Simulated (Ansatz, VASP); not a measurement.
## One calculation of HfTe5Mo, two programs

```
CELL_PARAMETERS angstrom
4.79140 0.00000 0.00000
0.00000 4.79140 0.00000
0.00000 0.00000 7.85057
ATOMIC_POSITIONS crystal
Hf 0.00000 0.00000 0.00000
Te 0.50000 0.50000 0.00000
Te 0.50000 0.00000 0.29477
Te 0.00000 0.50000 0.29477
Te 0.50000 0.00000 0.70523
Te 0.00000 0.50000 0.70523
Mo 0.00000 0.00000 0.50000
```

Change from the starting cell: species swapped into the YbIn5Rh type (P4/mmm, No. 123).

Alike in both runs: functional PBE; k mesh 3 × 3 × 2; occupations gaussian, width 0.2 eV; no spin polarisation.

Ansatz relaxed the structure, and its values are those at the end. VASP's run is a single point on that final structure, the one shown.

|  | VASP | Ansatz |
| --- | --- | --- |
| version | VASP 6.6.1 | Ansatz 0.2.0 |
| potentials or method | VASP PAW PBE potentials, release 64 (Hf_pv, Te, Mo_sv), cutoff 500 eV | scalar-relativistic, plane waves, PAW |
| valence electrons in the cell | 54 | 120 |

```csv
,VASP,Ansatz,Ansatz less VASP
gap on the k mesh at the Fermi level (eV),none,none,-
pressure (GPa),0.1,0.3,+0.14
rms of the force components (eV/Å),0.018,0.024,+0.0057
```

A gap of «none» marks a metal or a gap that the smearing closes. VASP's potentials hold 54 valence electrons a cell and Ansatz's 120, so a difference there can come from the potentials and not from the codes.

The k mesh is coarse, so the values compare programs but aren't converged. Neither program's run includes spin-orbit coupling.
